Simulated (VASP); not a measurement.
Write the native input for VASP 6.6.1 that does the following.

| Property | Result |
| --- | --- |
| Task | single point |
| Functional | PBE |
| Potentials or basis | VASP PAW PBE potentials, release 64 (K_sv, Br) |
| Cutoff | 520 eV |
| k mesh | 6 × 6 × 4 |
| Occupations | gaussian, width 0.01 eV |
| Spin | no spin polarisation |
| Dipole correction | no |
| Further INCAR settings | ALGO = Normal; EDIFF = 1e-06; NBANDS = 24 |

The structure of KBr lies in POSCAR:

```
KBr
1.0
    5.7292570897      0.0000000000      0.0000000000
   -2.8646285449      4.9616821845      0.0000000000
    0.0000000000      0.0000000000      6.7082252454
K Br
2 2
Direct
    0.3333333333      0.6666666667     -0.0624975190
    0.6666666667      0.3333333333      0.4375024810
    0.3333333333      0.6666666667      0.4374975190
    0.6666666667      0.3333333333      0.9374975190
```

The input as run:

INCAR

```
SYSTEM = KBr
PREC = Accurate ; ENCUT = 520
EDIFF = 1E-6 ; ISMEAR = 0
SIGMA = 0.01 ; LREAL = .FALSE.
LASPH = .TRUE. ; NELM = 80
ALGO = Normal ; ISIF = 2
LWAVE = .FALSE. ; LCHARG = .FALSE.
GGA = PE ; NBANDS = 24
```

KPOINTS

```
Automatic mesh
0
G
  6 6 4
  0 0 0
```

Potentials or basis: VASP PAW PBE potentials, release 64 (K_sv, Br).

Run with:

```bash
$ cat potpaw_PBE.64/K_sv/POTCAR potpaw_PBE.64/Br/POTCAR > POTCAR
$ mpirun -np 1 vasp_std > vasp.out
```

Results of the run:

```
Pressure               : -0.3 GPa
Band gap on the k mesh : 4.09 eV
```

Caveat: the structure was generated, so it needn't be the stable form of KBr.

Wall time 77 s on 1 thread of Intel(R) Xeon(R) Platinum 8124M CPU @ 3.00GHz (Skylake/Cascade Lake) (shared host), peak memory 0.35 GiB.
